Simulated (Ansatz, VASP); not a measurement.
# Two plane-wave programs on GaSb

POSCAR

```
GaSb
1.0
    0.0000000000      3.0658788000      3.0658788000
    3.0658788000      0.0000000000      3.0658788000
    3.0658788000      3.0658788000      0.0000000000
Ga Sb
1 1
Direct
    0.0000000000      0.0000000000      0.0000000000
    0.2500000000      0.2500000000      0.2500000000
```

File INCAR.step1:

```
PREC = Accurate
ENCUT = 550
ISMEAR = -1
SIGMA = 0.02
LREAL = False
LASPH = True
NELM = 120
NBANDS = 21
GGA = PE
ALGO = Normal
EDIFF = 1E-5
LWAVE = True
LCHARG = False
GGA_COMPAT = False
```

The input INCAR.step2:

```
PREC = Accurate
ENCUT = 550
EDIFF = 1E-6
ISMEAR = -1
SIGMA = 0.02
LREAL = False
LASPH = True
NELM = 120
ALGO = Normal
ISIF = 2
LWAVE = False
LCHARG = False
METAGGA = R2SCAN
LMIXTAU = True
NBANDS = 21
ISTART = 1
GGA_COMPAT = False
```

Contents of KPOINTS:

```
regular mesh
0
Gamma
  8 8 8
```

Input for Ansatz:

```yaml
crystal:
  lattice:
    - [0.0, 3.0658788, 3.0658788]
    - [3.0658788, 0.0, 3.0658788]
    - [3.0658788, 3.0658788, 0.0]
  atoms:
    - { symbol: Ga, position: [0.0, 0.0, 0.0] }
    - { symbol: Sb, position: [0.25, 0.25, 0.25] }
kpoints:
  mp_grid: { grid: [8, 8, 8] }
  band_path:
    path:
      - [0.0, 0.0, 0.0]
      - [-0.5, -0.5, 0.0]
      - [-0.375, -0.375, 0.25]
      - [-0.375, 0.0, 0.375]
      - [0.0, 0.0, 0.5]
      - [-0.5, -0.25, 0.25]
    npoints: 1
hamiltonian:
  xc: r2scan
scf:
  occupations: { method: fermi_dirac, width: 0.02 }
  n_extra_bands: 4
output:
  forces: true
  stress: true
  eigenvalues: true
```

Alike in both runs: task single point; functional r2SCAN; k mesh 8 × 8 × 8; occupations fermi-dirac, width 0.02 eV; no spin polarisation.

|  | VASP | Ansatz |
| --- | --- | --- |
| version | VASP 6.6.1 | Ansatz 0.2.0 |
| potentials or method | VASP PAW PBE potentials, release 64 (Ga_d, Sb_d_GW) | plane waves, PAW |
| plane-wave cutoff (eV) | 550 | 500 |
| valence electrons in the cell | 28 | 28 |

```tsv
	VASP	Ansatz	Ansatz less VASP
pressure (GPa)	0.0	0.0	0.00
```

VASP's potentials were made for PBE, not for r2SCAN.

Spin-orbit coupling is off throughout.
